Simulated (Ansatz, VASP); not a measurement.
MgO in VASP and in Ansatz

POSCAR

```
MgO
1.0
    0.0000000000      2.1245000000      2.1245000000
    2.1245000000      0.0000000000      2.1245000000
    2.1245000000      2.1245000000      0.0000000000
Mg O
1 1
Direct
    0.0000000000      0.0000000000      0.0000000000
    0.5000000000      0.5000000000      0.5000000000
```

INCAR.step1

```
SYSTEM = MgO
  ALGO = Normal
  EDIFF = 1E-5
  ENCUT = 750
  GGA = PE
  GGA_COMPAT = .False.
  ISMEAR = 0
  LASPH = .True.
  LCHARG = .False.
  LREAL = .False.
  LWAVE = .True.
  NBANDS = 15
  NELM = 120
  PREC = Accurate
  SIGMA = 0.1
```

The input INCAR.step2:

```
SYSTEM = MgO
  ALGO = Normal
  EDIFF = 1E-6
  ENCUT = 750
  GGA_COMPAT = .False.
  ISIF = 2
  ISMEAR = 0
  ISTART = 1
  LASPH = .True.
  LCHARG = .False.
  LMIXTAU = .True.
  LREAL = .False.
  LWAVE = .False.
  METAGGA = R2SCAN
  NBANDS = 15
  NELM = 120
  PREC = Accurate
  SIGMA = 0.1
```

Contents of KPOINTS:

```
k-points
0
Gamma
  8 8 8
  0 0 0
```

Input for Ansatz:

```yaml
crystal:
  lattice:
    - [0.0, 2.1245, 2.1245]
    - [2.1245, 0.0, 2.1245]
    - [2.1245, 2.1245, 0.0]
  atoms:
    - { symbol: Mg, position: [0.0, 0.0, 0.0] }
    - { symbol: O, position: [0.5, 0.5, 0.5] }
basis:
  ecutwfc: 500
kpoints:
  mp_grid: { grid: [8, 8, 8] }
hamiltonian:
  xc: r2scan
  pseudopotentials: { kind: paw, azcp: { folder: soft_1 } }
scf:
  occupations: { method: gaussian, width: 0.1 }
output:
  forces: true
  stress: true
  eigenvalues: true
```

Alike in both runs: task single point; functional r2SCAN; k mesh 8 × 8 × 8; occupations gaussian, width 0.1 eV; no spin polarisation.

|  | VASP | Ansatz |
| --- | --- | --- |
| version | VASP 6.6.1 | Ansatz 0.2.0 |
| potentials or method | VASP PAW PBE potentials, release 64 (Mg_sv, O), cutoff 750 eV | scalar-relativistic, plane waves, PAW |
| valence electrons in the cell | 16 | 16 |

```csv
,VASP,Ansatz,Ansatz less VASP
gap on the k mesh at the Fermi level (eV),5.39,5.38,-0.006
least direct gap on the mesh (eV),5.39,5.38,-0.006
pressure (GPa),-4.9,-4.6,+0.28
```

VASP's potentials were made for PBE, not for r2SCAN.
